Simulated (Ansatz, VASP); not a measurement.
## One calculation of Ba, two programs

```
Ba
1.0
     3.87966    0.00000    0.00000
     0.00000    3.87966    0.00000
     0.00000    0.00000    3.55146
Ba
1
Direct
  0.50000 0.50000 0.50000
```

Change from the starting cell: strain -0.030 along x and y, -0.015 along z, atoms carried along.

Alike in both runs: task single point; functional PBEsol; k mesh 12 × 12 × 14; occupations gaussian, width 0.15 eV; no spin polarisation.

|  | VASP | Ansatz |
| --- | --- | --- |
| version | VASP 6.6.1 | Ansatz 0.2.0 |
| potentials or method | VASP PAW PBE potentials, release 64 (Ba_sv), cutoff 520 eV | scalar-relativistic, plane waves, PAW |
| valence electrons in the cell | 10 | 10 |

```csv
,VASP,Ansatz,Ansatz less VASP
gap on the k mesh at the Fermi level (eV),none,none,-
pressure (GPa),0.6,0.4,-0.27
"traceless stress, the component that is largest in VASP (GPa)",2.45,2.31,-0.140
```

VASP's potentials were made for PBE, not for PBEsol. A gap of «none» marks a metal or a gap that the smearing closes. With one functional, cell and mesh, what is left measures potentials, basis and numerics.

Neither program's run includes spin-orbit coupling.
